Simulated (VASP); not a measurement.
A run of VASP 6.6.1 is set up as follows.

The input INCAR:

```
SYSTEM = Pt
PREC = Accurate
ENCUT = 520
EDIFF = 1E-7
ISMEAR = -1
SIGMA = 0.1
LREAL = .FALSE.
LASPH = .TRUE.
NELM = 60
ALGO = Normal
ISIF = 2
LWAVE = .FALSE.
LCHARG = .TRUE.
GGA = PS
LELF = .TRUE.
LVHAR = .TRUE.
NBANDS = 22
```

The input KPOINTS:

```
regular mesh
0
G
  9 9 13
  0 0 0
```

File POSCAR:

```
Pt
1.0
    4.5896531425      0.0000000000      0.0000000000
   -2.2948265712      3.9747562159      0.0000000000
    0.0000000000      0.0000000000      2.7360664623
Pt
3
Direct
    1.0000000000      0.0000000000      0.0000000000
    0.3333333333      0.6666666667      0.5000000000
    0.6666666667      0.3333333333      0.5000000000
```

Potentials or basis: VASP PAW PBE potentials, release 64 (Pt).

Launch:

```sh
$ cat potpaw_PBE.64/Pt/POTCAR > POTCAR
$ mpirun -np 1 vasp_std > vasp.out
```

Question: Estimate the band gap on the k mesh.

Answer: Zero (bands 15 and 16 overlap by 1.16 eV).

Question: Estimate the pressure.

Answer: -17.3 GPa.

Stress tensor (GPa, compression positive):
```
-17.55   0.00   0.00
  0.00 -17.55   0.00
  0.00   0.00 -16.67
```

Caveat: the cell stands under tension; the PAW data sets were made with another functional, which shifts forces and pressure a little; spin-orbit coupling is left out, which moves the levels of the heavy elements.
